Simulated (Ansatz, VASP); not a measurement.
Two plane-wave programs on Be

```
Be
1.0
     0.00000    1.61497    1.61497
     1.61497    0.00000    1.61497
     1.61497    1.61497    0.00000
Be
1
Direct
  0.00000 0.00000 0.00000
```

Alike in both runs: task single point; functional PBEsol; k mesh 28 × 28 × 28; occupations fermi-dirac, width 0.1 eV; no spin polarisation.

```csv
,VASP,Ansatz
version,VASP 6.6.1,Ansatz 0.2.0
potentials or method,"VASP PAW PBE potentials, release 64 (Be), cutoff 520 eV","plane waves (420 eV) with PAW, scalar-relativistic"
valence electrons in the cell,2,2
```

VASP gave:

* pressure (GPa): -7.8

Q: What did Ansatz give for the same quantities?

A: Pressure (GPa): -8.1.

VASP's potentials were made for PBE, not for PBEsol, and Ansatz warns of the same on its side.
